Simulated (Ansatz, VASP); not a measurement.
## Re in VASP and in Ansatz

File INCAR:

```
SYSTEM = Re
PREC = Accurate
ENCUT = 560
EDIFF = 1E-6
ISMEAR = -1
SIGMA = 0.1
LREAL = .False.
LASPH = .True.
NELM = 120
ALGO = Normal
ISIF = 2
LWAVE = .False.
LCHARG = .False.
GGA = PS
NBANDS = 22
GGA_COMPAT = .False.
```

Contents of KPOINTS:

```
Automatic mesh
0
Gamma
  11 11 11
  0 0 0
```

The input POSCAR:

```
Re
1.0
    0.0000000000      2.8343332223      2.8343332223
    2.8343332223      0.0000000000      2.8343332223
    2.8343332223      2.8343332223      0.0000000000
Re
2
Direct
    0.1250000000      0.1250000000      0.1250000000
    0.8750000000      0.8750000000      0.8750000000
```

Input for Ansatz:

```yaml
crystal:
  lattice:
    - [0.0, 2.8343332223, 2.8343332223]
    - [2.8343332223, 0.0, 2.8343332223]
    - [2.8343332223, 2.8343332223, 0.0]
  atoms:
    - { symbol: Re, position: [0.125, 0.125, 0.125] }
    - { symbol: Re, position: [0.875, 0.875, 0.875] }
hamiltonian:
  xc: pbesol
  pseudopotentials:
    kind: paw
    azcp:
      Re: "pseudopotentials/Re.paw.azcp"
basis:
  ecutwfc: 420
  fft_grid_basis: typed
kpoints:
  mp_grid: { grid: [11, 11, 11], shift: [0, 0, 0] }
magnetization:
  spin_polarized: false
scf:
  occupations: { method: fermi_dirac, width: 0.1 }
  lower_state_search: "off"
output:
  stress: true
```

Alike in both runs: task single point; functional PBEsol; k mesh 11 × 11 × 11; occupations fermi-dirac, width 0.1 eV; no spin polarisation.

|  | VASP | Ansatz |
| --- | --- | --- |
| version | VASP 6.6.1 | Ansatz 0.2.0 |
| potentials or method | VASP PAW PBE potentials, release 64 (Re_sv_GW), cutoff 560 eV | plane waves (420 eV) with PAW, scalar-relativistic |
| valence electrons in the cell | 30 | 30 |

```csv
,VASP,Ansatz,Ansatz less VASP
pressure (GPa),-9.1,-7.0,+2.11
```

VASP's potentials were made for PBE, not for PBEsol, and Ansatz warns of the same on its side. The functional is the same, so the differences come from potentials, cutoffs and numerics.

Spin-orbit coupling is off throughout.
